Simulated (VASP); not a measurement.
# Fe in VASP: a series of runs

Runs on Fe. Level: PBE. Tasks: single point.

Everything below comes from runs of VASP 6.6.1. Logs are shortened: lines on timing, memory, paths and dates and some standing lists are left out, and cuts for length are marked.

## 1. The cell of the first run

Symmetry: Im-3m, No. 229, cubic system. Conventional cell: a = 2.881 Å, b = 2.881 Å, c = 2.881 Å, α = 90.00°, β = 90.00°, γ = 90.00°. Within 3.3 Å of Fe (site symmetry m-3m) lie 14 Fe at 2.50 to 2.88 Å.

## 2. Single point, PBE, collinear spin, ferromagnetic start (volume 11.957 Å^3 an atom, c/a of the conventional cell 1.0000)

INCAR

```
  PREC = Accurate
  ENCUT = 520
  EDIFF = 1E-6
  ISMEAR = 0
  SIGMA = 0.15
  LREAL = F
  LASPH = T
  NELM = 150
  ALGO = Fast
  ISIF = 2
  LWAVE = F
  LCHARG = T
  ISPIN = 2
  MAGMOM = 2.44
  LORBIT = 11
  LMAXMIX = 4
  GGA = PE
  LELF = T
  LVHAR = T
  NBANDS = 14
```

KPOINTS

```
Automatic mesh
0
Gamma
  12 12 12
```

POSCAR

```
Fe
1.0
   -1.4405248216      1.4405248216      1.4405248216
    1.4405248216     -1.4405248216      1.4405248216
    1.4405248216      1.4405248216     -1.4405248216
Fe
1
Direct
    0.0000000000      0.0000000000      0.0000000000
```

Potentials or basis: VASP PAW PBE potentials, release 64 (Fe).

Launch:

```
$ cat potpaw_PBE.64/Fe/POTCAR > POTCAR
$ mpirun -np 1 vasp_std > vasp.out
```

OUTCAR:

```text
PREC = Accurate
   ENCUT = 520
   EDIFF = 1E-6
   ISMEAR = 0
   LREAL = F
   LASPH = T
   NELM = 150
   ISIF = 2
   ISPIN = 2
   LORBIT = 11
   GGA = PE

 ion  position               nearest neighbor table
   1  0.000  0.000  0.000-

  LATTYP: Found a body centered cubic cell.
 ALAT       =     2.8810496432

  Lattice vectors:

 A1 = (  -1.4405248216,   1.4405248216,   1.4405248216)
 A2 = (   1.4405248216,  -1.4405248216,   1.4405248216)
 A3 = (   1.4405248216,   1.4405248216,  -1.4405248216)

Analysis of symmetry for initial positions (statically):
=====================================================================
 Subroutine PRICEL returns:
 Original cell was already a primitive cell.

 Routine SETGRP: Setting up the symmetry group for a
 body centered cubic supercell.

 Subroutine GETGRP returns: Found 48 space group operations
 (whereof 48 operations were pure point group operations)
 out of a pool of 48 trial point group operations.

The static configuration has the point symmetry O_h .

Analysis of symmetry for dynamics (positions and initial velocities):
=====================================================================
 Subroutine PRICEL returns:
 Original cell was already a primitive cell.

 Routine SETGRP: Setting up the symmetry group for a
 body centered cubic supercell.

 Subroutine GETGRP returns: Found 48 space group operations
 (whereof 48 operations were pure point group operations)
 out of a pool of 48 trial point group operations.

The dynamic configuration has the point symmetry O_h .

Analysis of structural, dynamic, and magnetic symmetry:
=====================================================================
 Subroutine PRICEL returns:
 Original cell was already a primitive cell.

 Routine SETGRP: Setting up the symmetry group for a
 body centered cubic supercell.

 Subroutine GETGRP returns: Found 48 space group operations
 (whereof 48 operations were pure point group operations)
 out of a pool of 48 trial point group operations.

The overall configuration has the point symmetry O_h .

 Subroutine INISYM returns: Found 48 space group operations
 (whereof 48 operations are pure point group operations),
 and found     1 'primitive' translations

----------------------------------------------------------------------------------------

                                     Primitive cell

  volume of cell :      11.9570

  direct lattice vectors                    reciprocal lattice vectors
    -1.440524822  1.440524822  1.440524822     0.000000000  0.347095720  0.347095720
     1.440524822 -1.440524822  1.440524822     0.347095720  0.000000000  0.347095720
     1.440524822  1.440524822 -1.440524822     0.347095720  0.347095720  0.000000000

  length of vectors
     2.495062181  2.495062181  2.495062181     0.490867475  0.490867475  0.490867475

  position of ions in fractional coordinates (direct lattice)
     0.000000000  0.000000000  0.000000000

  ion indices of the primitive-cell ions
   primitive index   ion index
                 1           1

----------------------------------------------------------------------------------------

 KPOINTS: Automatic mesh

Automatic generation of k-mesh.
 Grid dimensions read from file:
 generate k-points for:   12   12   12

 Generating k-lattice:

  Cartesian coordinates                     Fractional coordinates (reciprocal lattice)
     0.000000000  0.028924643  0.028924643     0.083333333  0.000000000  0.000000000
     0.028924643  0.000000000  0.028924643     0.000000000  0.083333333  0.000000000
     0.028924643  0.028924643  0.000000000     0.000000000  0.000000000  0.083333333

  Length of vectors
     0.040905623  0.040905623  0.040905623

  Shift w.r.t. Gamma in fractional coordinates (k-lattice)
     0.000000000  0.000000000  0.000000000

 Subroutine IBZKPT returns following result:
 ===========================================

 Found     72 irreducible k-points:

 Following reciprocal coordinates:
            Coordinates               Weight
  0.000000  0.000000  0.000000      1.000000
  0.083333  0.000000  0.000000     12.000000
  0.166667  0.000000  0.000000     12.000000
  0.250000  0.000000  0.000000     12.000000
  0.333333  0.000000  0.000000     12.000000
  0.416667  0.000000  0.000000     12.000000
[... 16 lines left out ...]
  0.333333  0.083333  0.083333     24.000000
  0.416667  0.083333  0.083333     12.000000
 [... further k-points ...]
   k-points           NKPTS =     72   k-points in BZ     NKDIM =     72   number of bands    NBANDS=     14
   number of dos      NEDOS =    301   number of ions     NIONS =      1
   total plane-waves  NPLWV =   8000
   dimension x,y,z NGX =    20 NGY =   20 NGZ =   20
   dimension x,y,z NGXF=    40 NGYF=   40 NGZF=   40
   ions per type =               1
   NGX,Y,Z   is equivalent  to a cutoff of  13.33, 13.33, 13.33 a.u.
   NGXF,Y,Z  is equivalent  to a cutoff of  26.65, 26.65, 26.65 a.u.
 SYSTEM =  unknown system
   PREC   = accura    normal or accurate (medium, high low for compatibility)
   ISTART =      0    job   : 0-new  1-cont  2-samecut
   ICHARG =      2    charge: 1-file 2-atom 10-const
   ISPIN  =      2    spin polarized calculation?
   LNONCOLLINEAR =      F non collinear calculations
   LSORBIT =      F    spin-orbit coupling
   LASPH  =      T    aspherical Exc in radial PAW
   ENCUT  =  520.0 eV  38.22 Ry    6.18 a.u.   4.64  4.64  4.64*2*pi/ulx,y,z
   NELM   =    150;   NELMIN=  2; NELMDL= -5     # of ELM steps
   EDIFF  = 0.1E-05   stopping-criterion for ELM
   LREAL  =      F    real-space projection
[... 7 lines left out ...]
   TEBEG  =    0.0;   TEEND  =   0.0 temperature during run
   PSTRESS=    0.0 pullay stress
   NELECT =       8.0000    total number of electrons
   NUPDOWN=      -1.0000    fix difference up-down
   EMIN   =  10.00;   EMAX   =-10.00  energy-range for DOS
   EFERMI =   0.00;   METHOD = LEGACY
   ISMEAR =     0;   SIGMA  =   0.15  broadening in eV -4-tet -1-fermi 0-gaus
   EFERMI_NEDOS =   21; number of points for ismear=-14 and -15
   IALGO  =     68    algorithm
   IMIX   =      4    mixing-type and parameters
     AMIX     =   0.40;   BMIX     =  1.00
     AMIX_MAG =   1.60;   BMIX_MAG =  1.00
  volume/ion in A,a.u.               =      11.96        80.69
  Fermi-wavevector in a.u.,A,eV,Ry     =   1.431850  2.705803 27.894575  2.050193
  Thomas-Fermi vector in A             =   2.551541
   LORBIT       =     11    0 simple, 1 ext, 2 COOP (PROOUT), +10 PAW based schemes
   GGA     = PE    functional components
   LHFCALC =     F    Hartree Fock is set to
   AEXX    =    0.0000 exact exchange contribution
   IVDW    =     0    specifies the selected vdW correction
   LEPSILON=     F    determine dielectric tensor
   LRPA    =     F    only Hartree local field effects (RPA)
 spin polarized calculation
 RMM-DIIS sequential band-by-band and
 Gauss-broadening in eV      SIGMA  =   0.15
  energy-cutoff  :      520.00
  volume of cell :       11.96
 maximum number of plane-waves:       336
   NGX =  9   NGY =  9   NGZ =  9

 number of electron       7.9999995 magnetization       2.3067466

 Free energy of the ion-electron system (eV)
  ---------------------------------------------------
  ext. energy  EPLUGINS =         0.00000000
  ---------------------------------------------------
  free energy    TOTEN  =        -8.23391355 eV

  energy without entropy =       -8.22378191  energy(sigma->0) =       -8.22884773

 E-fermi :   5.3156     XC(G=0): -12.8256

 val. band max:        5.2983398086   @ k =  -0.4167   0.4167   0.1667
 cond. band min:       5.3226660701   @ k =   0.5000   0.5000   0.5000
 fundamental gap:      0.0243262616
 Fermi energy:         5.3156025188

 spin component 1

 k-point     1 :       0.0000    0.0000    0.0000
  band No.  band energies     occupation
      1      -2.8237      1.00000
      2       3.0851      1.00000
      3       3.0851      1.00000
      4       3.0851      1.00000
      5       4.2189      1.00000
      6       4.2189      1.00000
      7      29.8323      0.00000
      8      29.8323      0.00000
      9      29.8323      0.00000
     10      34.5993      0.00000
     11      34.5993      0.00000
     12      36.7098      0.00000
     13      36.7416      0.00000
     14      36.7432      0.00000

 k-point     2 :       0.0833    0.0000    0.0000
  band No.  band energies     occupation
      1      -2.5484      1.00000
      2       3.0141      1.00000
      3       3.0786      1.00000
      4       3.2277      1.00000
      5       4.1517      1.00000
      6       4.2248      1.00000
      7      28.0193      0.00000
      8      29.3584      0.00000
      9      29.5926      0.00000
     10      33.6656      0.00000
[... 362 lines left out ...]
 k-point    24 :       0.4167    0.0833    0.0833
  band No.  band energies     occupation
      1       1.0022      1.00000
      2       2.0475      1.00000
      3       4.0172      1.00000
      4       4.3164      1.00000
      5       4.3965      1.00000
      6       7.9057      0.00000
      7      12.3122      0.00000
      8      20.6536      0.00000
      9      21.7502      0.00000
     10      31.2673      0.00000
     11      35.1826      0.00000
     12      39.4927      0.00000
     13      43.1163      0.00000
     14      44.8233      0.00000

 [... further k-points ...]

 spin component 2

 k-point     1 :       0.0000    0.0000    0.0000
  band No.  band energies     occupation
      1      -2.6622      1.00000
      2       5.1299      0.96003
      3       5.1300      0.95994
      4       5.1300      0.95993
      5       7.0448      0.00000
      6       7.0450      0.00000
      7      29.5537      0.00000
      8      29.5537      0.00000
      9      29.5537      0.00000
     10      34.7627      0.00000
     11      34.7627      0.00000
     12      37.9052      0.00000
     13      37.9060      0.00000
     14      37.9061      0.00000

 k-point     2 :       0.0833    0.0000    0.0000
  band No.  band energies     occupation
      1      -2.3854      1.00000
      2       5.0424      0.99500
      3       5.1120      0.97257
      4       5.2867      0.60734
      5       6.9529      0.00000
      6       7.0516      0.00000
      7      28.0196      0.00000
      8      29.1794      0.00000
      9      29.4298      0.00000
     10      33.9847      0.00000
[... 362 lines left out ...]
 k-point    24 :       0.4167    0.0833    0.0833
  band No.  band energies     occupation
      1       2.3784      1.00000
      2       3.8301      1.00000
      3       5.1027      0.97761
      4       6.9982      0.00000
      5       7.2932      0.00000
      6       9.2683      0.00000
      7      13.6658      0.00000
      8      21.0379      0.00000
      9      22.3893      0.00000
     10      31.4442      0.00000
     11      35.7885      0.00000
     12      39.5173      0.00000
     13      43.1462      0.00000
     14      45.6561      0.00000

 [... further k-points ...]
[... 5 lines left out ...]
  --------------------------------------------------------------------------------------
  -------------------------------------------------------------------------------------
  Total       -0.6134365     -0.6134365     -0.6134365     -0.0000000     -0.0000000      0.0000000
  in kB      -82.1973844    -82.1973844    -82.1973844     -0.0000000     -0.0000000      0.0000000
  external PRESSURE =     -82.1973844 kB  Pullay stress =       0.0000000 kB

 VOLUME and BASIS-vectors are now :
 -----------------------------------------------------------------------------
  energy-cutoff  :      520.00
  volume of cell :       11.96
      direct lattice vectors                 reciprocal lattice vectors
    -1.440524822  1.440524822  1.440524822     0.000000000  0.347095720  0.347095720
     1.440524822 -1.440524822  1.440524822     0.347095720  0.000000000  0.347095720
     1.440524822  1.440524822 -1.440524822     0.347095720  0.347095720  0.000000000

 POSITION                                       TOTAL-FORCE (eV/Angst)
 -----------------------------------------------------------------------------------
      0.00000      0.00000      0.00000         0.000000      0.000000      0.000000
 -----------------------------------------------------------------------------------
    total drift:                                0.000000     -0.000000      0.000000

  FREE ENERGIE OF THE ION-ELECTRON SYSTEM (eV)
  ---------------------------------------------------
  free  energy   TOTEN  =        -8.2339135545 eV

  energy  without entropy=       -8.2237819140  energy(sigma->0) =       -8.22884773

 total charge

# of ion       s       p       d       tot
------------------------------------------
    1        0.465   0.495   6.208   7.168

 magnetization (x)

# of ion       s       p       d       tot
------------------------------------------
    1       -0.014  -0.054   2.381   2.313
```

It took 56 s on 1 thread of Intel Xeon Platinum 8259CL at 2.50GHz (Skylake/Cascade Lake), shared host; peak memory 0.13 GiB.

What came out:

| Property | Result |
| --- | --- |
| Free energy | -8.2339 eV |
| Pressure | -8.2 GPa |
| Net moment | 2.31 μB per cell |
| Site moments | Fe +2.31 μB |
| Valence electrons inside the program's atomic spheres | Fe 7.17 |

## 3. Single point, PBE, collinear spin, ferromagnetic start (volume 12.259 Å^3 an atom, c/a of the conventional cell 1.0000)

INCAR

```
SYSTEM = Fe
PREC = Accurate
ENCUT = 520
EDIFF = 1E-6
ISMEAR = 0
SIGMA = 0.15
LREAL = .FALSE.
LASPH = .TRUE.
NELM = 150
ALGO = Normal
ISIF = 2
LWAVE = .FALSE.
LCHARG = .TRUE.
ISPIN = 2
MAGMOM = 2.44
LORBIT = 11
LMAXMIX = 4
GGA = PE
LELF = .TRUE.
LVHAR = .TRUE.
NBANDS = 14
```

KPOINTS

```
regular mesh
0
G
  12 12 12
  0 0 0
```

POSCAR

```
Fe
1.0
   -1.4525519863      1.4525519863      1.4525519863
    1.4525519863     -1.4525519863      1.4525519863
    1.4525519863      1.4525519863     -1.4525519863
Fe
1
Direct
    0.0000000000      0.0000000000      0.0000000000
```

Potentials or basis: VASP PAW PBE potentials, release 64 (Fe).

Launch:

```
$ cat potpaw_PBE.64/Fe/POTCAR > POTCAR
$ mpirun -np 1 vasp_std > vasp.out
```

Run time: 43 s. Hardware: 1 thread of Intel Xeon Platinum 8259CL at 2.50GHz (Skylake/Cascade Lake), shared host; peak memory 0.14 GiB.

Results (log left out):

```yaml
Free_energy: -8.2154 eV
Pressure: -11.5 GPa
Net_moment: 2.35 μB per cell
Site_moments: Fe +2.36 μB
Valence_electrons_inside_the_program's_atomic_spheres: Fe 7.12
```

Levels at points of the mesh, in eV from the Fermi level:
Spin up:
| k point | band 3 | band 4 | band 5 | band 6 | band 7 | band 8 |
| --- | --- | --- | --- | --- | --- | --- |
| (0.00, 0.00, 0.00) | -2.18 | -2.18 | -1.09 | -1.09 | 24.28 | 24.28 |
| (0.50, 0.00, 0.00) | -1.04 | -0.93 | 0.21 | 0.55 | 6.69 | 17.73 |
| (0.50, 0.50, 0.50) | -0.03 | -0.03 | -0.03 | 9.41 | 9.41 | 9.41 |
Spin down:
```
           k point  band 1  band 2  band 3  band 4  band 5  band 6  band 7
(0.00, 0.00, 0.00)   -7.83   -0.09   -0.09   -0.09    1.76    1.76   23.99
(0.50, 0.00, 0.00)   -3.17   -1.26    0.63    1.63    1.99    2.62    8.14
(0.50, 0.50, 0.50)   -2.51   -2.51    2.35    2.35    2.35    9.69    9.69
```

## 4. Single point, PBE, collinear spin, ferromagnetic start (volume 10.443 Å^3 an atom, c/a of the conventional cell 0.9280)

INCAR

```
  PREC = Accurate
  ENCUT = 520
  EDIFF = 1E-6
  ISMEAR = 0
  SIGMA = 0.15
  LREAL = False
  LASPH = True
  NELM = 150
  ALGO = Fast
  ISIF = 2
  LWAVE = False
  LCHARG = False
  ISPIN = 2
  MAGMOM = 2.44
  LORBIT = 11
  LMAXMIX = 4
  GGA = PE
  NBANDS = 14
```

KPOINTS

```
Automatic mesh
0
Gamma
  12 12 12
```

POSCAR

```
Fe
1.0
   -1.4116892367      1.4116892367      1.3100476117
    1.4116892367     -1.4116892367      1.3100476117
    1.4116892367      1.4116892367     -1.3100476117
Fe
1
Direct
    0.0000000000      0.0000000000      0.0000000000
```

Launch:

```
$ cat potpaw_PBE.64/Fe/POTCAR > POTCAR
$ mpirun -np 1 vasp_std > vasp.out
```

Run time: 64 s. Hardware: 1 thread of Intel Xeon Platinum 8259CL at 2.50GHz (Skylake/Cascade Lake), shared host; peak memory 0.14 GiB.

Results (log left out):

- Free energy: -8.1777 eV
- Pressure: 19.8 GPa
- Net moment: 2.04 μB per cell
- Site moments: Fe +2.02 μB
- Valence electrons inside the program's atomic spheres: Fe 7.46

Stress tensor (GPa, compression positive):
```
15.01  0.00  0.00
 0.00 15.01  0.00
 0.00  0.00 29.39
```

Levels at points of the mesh, in eV from the Fermi level:
Spin up:
```tsv
k point	band 2	band 3	band 4	band 5	band 6	band 7	band 8	band 9
(0.00, 0.00, 0.00)	-2.79	-2.31	-2.31	-1.39	-0.92	25.11	25.11	27.13
(0.50, 0.00, 0.00)	-3.91	-1.12	-0.54	0.57	0.70	8.42	18.53	20.74
(0.50, 0.50, 0.00)	-3.32	-1.37	-1.08	0.00	0.49	7.58	20.17	23.34
(0.50, 0.50, 0.50)	-5.31	0.20	0.20	0.37	9.51	9.51	12.64	15.67
```
Spin down:
```csv
k point,band 1,band 2,band 3,band 4,band 5,band 6
"(0.00, 0.00, 0.00)",-8.80,-1.16,-0.51,-0.51,1.12,1.82
"(0.50, 0.00, 0.00)",-4.23,-2.40,0.87,1.43,2.03,2.58
"(0.50, 0.50, 0.00)",-4.25,-1.67,0.14,0.89,1.66,2.56
"(0.50, 0.50, 0.50)",-3.78,-3.60,2.24,2.24,2.29,9.79
```

## 5. The runs side by side

```tsv
cell	gap on the mesh (eV)	pressure (GPa)	moment (μB)
a = 2.495 Å, angles 109.5°, 1 atom	none	-8.2	2.31
a = 2.516 Å, angles 109.5°, 1 atom	none	-11.5	2.35
a = 2.388 Å, angles 107.5, 107.5, 113.5°, 1 atom	none	19.8	2.04
```

Alike in all rows: task single point; level PBE; potentials or basis VASP PAW PBE potentials, release 64 (Fe); spin collinear, ferromagnetic start; k mesh 12 × 12 × 12; cutoff (eV) 520; smearing gaussian 0.15 eV.

Total energies depend on the potentials used, so only differences within one code and one set of settings carry meaning.
